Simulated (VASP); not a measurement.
# MgO (P-6m2) in VASP: single point with r2SCAN

Aim: the single point of MgO with r2SCAN.

Everything below comes from runs of VASP 6.6.1. Logs are shortened: lines on timing, memory, paths and dates and some standing lists are left out, and cuts for length are marked.

## (1) The cell of the first run

The structure is hexagonal, space group P-6m2 (No. 187). Conventional cell: a = 2.914 Å, b = 2.914 Å, c = 2.658 Å, α = 90.00°, β = 90.00°, γ = 120.00°. Mg (site symmetry -6m2) has 6 O at 2.14 Å and 2 Mg at 2.66 Å within 2.8 Å. Within 2.8 Å of O (site symmetry -6m2) lie 6 Mg at 2.14 Å and 2 O at 2.66 Å.

## (2) Single point, r2SCAN (strained)

Contents of POSCAR:

```
MgO
1.0
    2.9142816945      0.0000000000      0.0000000000
   -1.4571408473      2.5238419812      0.0000000000
    0.0000000000      0.0000000000      2.6580281856
Mg O
1 1
Direct
    0.0000000000      0.0000000000      0.0000000000
    0.3333333300      0.6666666700      0.5000000000
```

Contents of INCAR.step1:

```
PREC = Accurate
ENCUT = 750
ISMEAR = 0
SIGMA = 0.02
LREAL = False
LASPH = True
NELM = 120
NBANDS = 15
GGA = PE
ALGO = Normal
EDIFF = 1E-5
LWAVE = True
LCHARG = False
GGA_COMPAT = False
```

Contents of INCAR.step2:

```
PREC = Accurate
ENCUT = 750
EDIFF = 1E-6
ISMEAR = 0
SIGMA = 0.02
LREAL = False
LASPH = True
NELM = 120
ALGO = Normal
ISIF = 2
LWAVE = False
LCHARG = False
METAGGA = R2SCAN
LMIXTAU = True
NBANDS = 15
ISTART = 1
GGA_COMPAT = False
```

Contents of KPOINTS:

```
Automatic mesh
0
Gamma
  12 12 10
```

Potentials or basis: VASP PAW PBE potentials, release 64 (Mg_sv, O).

On the command line:

```sh
$ cat potpaw_PBE.64/Mg_sv/POTCAR potpaw_PBE.64/O/POTCAR > POTCAR
$ cp INCAR.step1 INCAR
$ mpirun -np 1 vasp_std > vasp.out
$ cp INCAR.step2 INCAR
$ mpirun -np 1 vasp_std > vasp.out
```

OUTCAR:

```text
PREC = Accurate
   ENCUT = 750
   EDIFF = 1E-6
   ISMEAR = 0
   LREAL = False
   LASPH = True
   NELM = 120
   ISIF = 2
   METAGGA = R2SCAN
   ISTART = 1

 ion  position               nearest neighbor table
   1  0.000  0.000  0.000-
   2  0.333  0.667  0.500-

  LATTYP: Found a hexagonal cell.
 ALAT       =     2.9142816945
 C/A-ratio  =     0.9120697531

  Lattice vectors:

 A1 = (   2.9142816945,   0.0000000000,   0.0000000000)
 A2 = (  -1.4571408473,   2.5238419812,   0.0000000000)
 A3 = (   0.0000000000,   0.0000000000,   2.6580281856)

Analysis of symmetry for initial positions (statically):
=====================================================================
 Subroutine PRICEL returns:
 Original cell was already a primitive cell.

 Routine SETGRP: Setting up the symmetry group for a
 hexagonal supercell.

 Subroutine GETGRP returns: Found 12 space group operations
 (whereof 12 operations were pure point group operations)
 out of a pool of 24 trial point group operations.

The static configuration has the point symmetry D_3h.

Analysis of symmetry for dynamics (positions and initial velocities):
=====================================================================
 Subroutine PRICEL returns:
 Original cell was already a primitive cell.

 Routine SETGRP: Setting up the symmetry group for a
 hexagonal supercell.

 Subroutine GETGRP returns: Found 12 space group operations
 (whereof 12 operations were pure point group operations)
 out of a pool of 24 trial point group operations.

The dynamic configuration has the point symmetry D_3h.

 Subroutine INISYM returns: Found 12 space group operations
 (whereof 12 operations are pure point group operations),
 and found     1 'primitive' translations

----------------------------------------------------------------------------------------

                                     Primitive cell

  volume of cell :      19.5503

  direct lattice vectors                    reciprocal lattice vectors
     2.914281695  0.000000000  0.000000000     0.343137728  0.198110660  0.000000000
    -1.457140847  2.523841981  0.000000000     0.000000000  0.396221319  0.000000000
     0.000000000  0.000000000  2.658028186     0.000000000  0.000000000  0.376218734

  length of vectors
     2.914281695  2.914281695  2.658028186     0.396221320  0.396221319  0.376218734

  position of ions in fractional coordinates (direct lattice)
     0.000000000  0.000000000  0.000000000
     0.333333330  0.666666670  0.500000000

  ion indices of the primitive-cell ions
   primitive index   ion index
                 1           1
                 2           2

----------------------------------------------------------------------------------------

 KPOINTS: Automatic mesh

Automatic generation of k-mesh.
 Grid dimensions read from file:
 generate k-points for:   12   12   10

 Generating k-lattice:

  Cartesian coordinates                     Fractional coordinates (reciprocal lattice)
     0.028594811  0.016509222  0.000000000     0.083333333  0.000000000  0.000000000
     0.000000000  0.033018443  0.000000000     0.000000000  0.083333333  0.000000000
     0.000000000  0.000000000  0.037621873     0.000000000  0.000000000  0.100000000

  Length of vectors
     0.033018443  0.033018443  0.037621873

  Shift w.r.t. Gamma in fractional coordinates (k-lattice)
     0.000000000  0.000000000  0.000000000

 Subroutine IBZKPT returns following result:
 ===========================================

 Found    114 irreducible k-points:

 Following reciprocal coordinates:
            Coordinates               Weight
  0.000000  0.000000  0.000000      1.000000
  0.083333 -0.000000  0.000000      6.000000
  0.166667 -0.000000  0.000000      6.000000
  0.250000 -0.000000  0.000000      6.000000
  0.333333 -0.000000  0.000000      6.000000
  0.416667 -0.000000  0.000000      6.000000
[... 16 lines left out ...]
  0.250000 -0.000000  0.100000     12.000000
  0.333333 -0.000000  0.100000     12.000000
 [... further k-points ...]
   k-points           NKPTS =    114   k-points in BZ     NKDIM =    114   number of bands    NBANDS=     15
   number of dos      NEDOS =    301   number of ions     NIONS =      2
   total plane-waves  NPLWV =  18816
   dimension x,y,z NGX =    28 NGY =   28 NGZ =   24
   dimension x,y,z NGXF=    56 NGYF=   56 NGZF=   48
   ions per type =               1   1
   NGX,Y,Z   is equivalent  to a cutoff of  15.97, 15.97, 15.01 a.u.
   NGXF,Y,Z  is equivalent  to a cutoff of  31.95, 31.95, 30.02 a.u.
 SYSTEM =  unknown system
   PREC   = accura    normal or accurate (medium, high low for compatibility)
   ISTART =      1    job   : 0-new  1-cont  2-samecut
   ICHARG =      0    charge: 1-file 2-atom 10-const
   ISPIN  =      1    spin polarized calculation?
   LNONCOLLINEAR =      F non collinear calculations
   LSORBIT =      F    spin-orbit coupling
   LASPH  =      T    aspherical Exc in radial PAW
   ENCUT  =  750.0 eV  55.12 Ry    7.42 a.u.   6.51  6.51  5.94*2*pi/ulx,y,z
   NELM   =    120;   NELMIN=  2; NELMDL=  0     # of ELM steps
   EDIFF  = 0.1E-05   stopping-criterion for ELM
   LREAL  =      F    real-space projection
   EDIFFG = 0.1E-04   stopping-criterion for IOM
   NSW    =      0    number of steps for IOM
   IBRION =     -1    ionic relax: 0-MD 1-quasi-New 2-CG
   NFREE  =      0    steps in history (QN), initial steepest desc. (CG)
   ISIF   =      2    stress and relaxation
   ISYM   =      2    0-nonsym 1-usesym 2-fastsym
   POTIM  = 0.5000    time-step for ionic-motion
   TEBEG  =    0.0;   TEEND  =   0.0 temperature during run
   PSTRESS=    0.0 pullay stress
   NELECT =      16.0000    total number of electrons
   NUPDOWN=      -1.0000    fix difference up-down
   EMIN   =  10.00;   EMAX   =-10.00  energy-range for DOS
   EFERMI =   0.00;   METHOD = LEGACY
   ISMEAR =     0;   SIGMA  =   0.02  broadening in eV -4-tet -1-fermi 0-gaus
   EFERMI_NEDOS =   21; number of points for ismear=-14 and -15
   IALGO  =     38    algorithm
   IMIX   =      4    mixing-type and parameters
     AMIX     =   0.40;   BMIX     =  1.00
     AMIX_MAG =   1.60;   BMIX_MAG =  1.00
  volume/ion in A,a.u.               =       9.78        65.97
  Fermi-wavevector in a.u.,A,eV,Ry     =   1.531312  2.893760 31.904532  2.344917
  Thomas-Fermi vector in A             =   2.638674
   LORBIT       =      0    0 simple, 1 ext, 2 COOP (PROOUT), +10 PAW based schemes
   METAGGA = R2SCAN    functional components
   LHFCALC =     F    Hartree Fock is set to
   AEXX    =    0.0000 exact exchange contribution
   IVDW    =     0    specifies the selected vdW correction
   LEPSILON=     F    determine dielectric tensor
   LRPA    =     F    only Hartree local field effects (RPA)
 non-spin polarized calculation
 Gauss-broadening in eV      SIGMA  =   0.02
  energy-cutoff  :      750.00
  volume of cell :       19.55
 maximum number of plane-waves:       936
 NGX is ok and might be reduce to    28
   NGX = 13   NGY = 13   NGZ = 11

 number of electron      16.0000012 magnetization

 Free energy of the ion-electron system (eV)
  ---------------------------------------------------
  ext. energy  EPLUGINS =         0.00000000
  ---------------------------------------------------
  free energy    TOTEN  =       -15.42291922 eV

  energy without entropy =      -15.42291922  energy(sigma->0) =      -15.42291922

 E-fermi :   2.9526     XC(G=0): -11.7628

 val. band max:        2.8722323652   @ k =   0.3333   0.3333   0.0000
 cond. band min:       6.8700375041   @ k =   0.0000   0.0000   0.0000
 fundamental gap:      3.9978051389
 Fermi energy:         2.9526020202

 k-point     1 :       0.0000    0.0000    0.0000
  band No.  band energies     occupation
      1     -73.1586      2.00000
      2     -38.2637      2.00000
      3     -38.2637      2.00000
      4     -38.1999      2.00000
      5     -15.6384      2.00000
      6       2.2310      2.00000
      7       2.2310      2.00000
      8       2.4611      2.00000
      9       6.8700      0.00000
     10      15.8693      0.00000
     11      19.7235      0.00000
     12      19.7235      0.00000
     13      24.3139      0.00000
     14      25.5849      0.00000
     15      27.3267      0.00000

 k-point     2 :       0.0833   -0.0000    0.0000
  band No.  band energies     occupation
      1     -73.1580      2.00000
      2     -38.2688      2.00000
      3     -38.2649      2.00000
      4     -38.1992      2.00000
      5     -15.5747      2.00000
      6       1.7734      2.00000
      7       2.1766      2.00000
      8       2.4840      2.00000
      9       7.3059      0.00000
     10      15.9070      0.00000
     11      18.9609      0.00000
     12      19.9291      0.00000
     13      25.3134      0.00000
     14      25.4330      0.00000
     15      27.3444      0.00000

 k-point     3 :       0.1667   -0.0000    0.0000
  band No.  band energies     occupation
      1     -73.1567      2.00000
      2     -38.2826      2.00000
      3     -38.2679      2.00000
      4     -38.1975      2.00000
      5     -15.3959      2.00000
      6       0.7717      2.00000
      7       2.0321      2.00000
      8       2.5473      2.00000
      9       8.2440      0.00000
     10      15.7394      0.00000
     11      18.0730      0.00000
     12      20.4817      0.00000
     13      25.0035      0.00000
     14      25.7626      0.00000
     15      27.7894      0.00000
[... 343 lines left out ...]
 k-point    23 :       0.2500   -0.0000    0.1000
  band No.  band energies     occupation
      1     -73.1539      2.00000
      2     -38.3000      2.00000
      3     -38.2710      2.00000
      4     -38.2065      2.00000
      5     -15.0580      2.00000
      6      -0.2403      2.00000
      7       1.8894      2.00000
      8       2.0914      2.00000
      9       9.5557      0.00000
     10      15.1938      0.00000
     11      18.2308      0.00000
     12      21.2115      0.00000
     13      22.5336      0.00000
     14      27.3560      0.00000
     15      27.3960      0.00000

 k-point    24 :       0.3333   -0.0000    0.1000
  band No.  band energies     occupation
      1     -73.1522      2.00000
      2     -38.3185      2.00000
      3     -38.2752      2.00000
      4     -38.2041      2.00000
      5     -14.7908      2.00000
      6      -1.1541      2.00000
      7       1.7088      2.00000
      8       2.2251      2.00000
      9      10.2084      0.00000
     10      14.7024      0.00000
     11      18.2111      0.00000
     12      21.7388      0.00000
     13      21.9416      0.00000
     14      27.7547      0.00000
     15      28.1142      0.00000

 [... further k-points ...]

------------------------ aborting loop because EDIFF is reached ----------------------------------------

  FORCE on cell =-STRESS in cart. coord.  units (eV):
  Direction    XX          YY          ZZ          XY          YZ          ZX
  --------------------------------------------------------------------------------------
  -------------------------------------------------------------------------------------
  Total       -0.2817779     -0.2817779     -0.2511227      0.0000000      0.0000000      0.0000000
  in kB      -23.0921455    -23.0921455    -20.5799034      0.0000000      0.0000000      0.0000000
  external PRESSURE =     -22.2547315 kB  Pullay stress =       0.0000000 kB

 VOLUME and BASIS-vectors are now :
 -----------------------------------------------------------------------------
  energy-cutoff  :      750.00
  volume of cell :       19.55
      direct lattice vectors                 reciprocal lattice vectors
     2.914281695  0.000000000  0.000000000     0.343137728  0.198110660  0.000000000
    -1.457140847  2.523841981  0.000000000     0.000000000  0.396221319  0.000000000
     0.000000000  0.000000000  2.658028186     0.000000000  0.000000000  0.376218734

 POSITION                                       TOTAL-FORCE (eV/Angst)
 -----------------------------------------------------------------------------------
      0.00000      0.00000      0.00000        -0.000000     -0.000000      0.000000
     -0.00000      1.68256      1.32901         0.000000      0.000000      0.000000
 -----------------------------------------------------------------------------------
    total drift:                                0.000016     -0.000009      0.000000

  FREE ENERGIE OF THE ION-ELECTRON SYSTEM (eV)
  ---------------------------------------------------
  free  energy   TOTEN  =       -15.4229192194 eV

  energy  without entropy=      -15.4229192194  energy(sigma->0) =      -15.42291922
```

It took 2.4 min on 1 thread of Intel Xeon Platinum 8488C (Sapphire Rapids), shared host; peak memory 0.19 GiB.

Results:

```
Free energy            : -15.4229 eV
Pressure               : -2.2 GPa
Band gap on the k mesh : 4.00 eV (least direct gap 4.41 eV)
```

Caveat: the cell differs from its parent crystal (strained); the PAW data sets were made with another functional, which shifts forces and pressure a little.
